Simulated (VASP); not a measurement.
Wanted: the native input for a VASP 6.6.1 run.

| Property | Result |
| --- | --- |
| Task | single point |
| Functional | PBE |
| Potentials or basis | VASP PAW PBE potentials, release 64 (Hf_pv, Ga_d, As) |
| Cutoff | 520 eV |
| k mesh | 6 × 6 × 4 |
| Occupations | gaussian, width 0.1 eV |
| Spin | no spin polarisation |
| Dipole correction | no |
| Further INCAR settings | ALGO = Normal; EDIFF = 1e-06; NBANDS = 31 |

The structure of HfGa2As2 lies in POSCAR:

```
HfGa2As2
1.0
    4.5636165010      0.0000000000      0.0000000000
   -2.2818082505      3.9522078231      0.0000000000
    0.0000000000      0.0000000000      5.5909458598
Hf Ga As
1 2 2
Direct
    0.0000000000      0.0000000000      0.0785439896
    0.3333333333      0.6666666667      0.7885921603
    0.6666666667      0.3333333333      0.7885921603
    0.3333333333      0.6666666667      0.3129520249
    0.6666666667      0.3333333333      0.3129520249
```

The cell was generated, and may not be a known phase.

These files were run (other wordings do the same):

INCAR

```
SYSTEM = HfGa2As2
ALGO = Normal
EDIFF = 1E-6
ENCUT = 520
GGA = PE
ISIF = 2
ISMEAR = 0
LASPH = .TRUE.
LCHARG = .FALSE.
LREAL = .FALSE.
LWAVE = .FALSE.
NBANDS = 31
NELM = 100
PREC = Accurate
SIGMA = 0.1
```

KPOINTS

```
k-points
0
G
  6 6 4
  0 0 0
```

Potentials or basis: VASP PAW PBE potentials, release 64 (Hf_pv, Ga_d, As).

The run is started by

```bash
$ cat potpaw_PBE.64/Hf_pv/POTCAR potpaw_PBE.64/Ga_d/POTCAR potpaw_PBE.64/As/POTCAR > POTCAR
$ mpirun -np 1 vasp_std > vasp.out
```

Results of the run:

| Quantity | Value |
| --- | --- |
| Pressure | 0.0 GPa |
| Largest force | 0.039 eV/Å |
| Band gap on the k mesh | zero (bands 23 and 24 overlap by 1.35 eV) |

Caveat: spin-orbit coupling is left out, which moves the levels of the heavy elements.

Run time: 98 s on 1 thread of Oxide Virtual Turin-like Processor (shared host), peak memory 0.22 GiB.
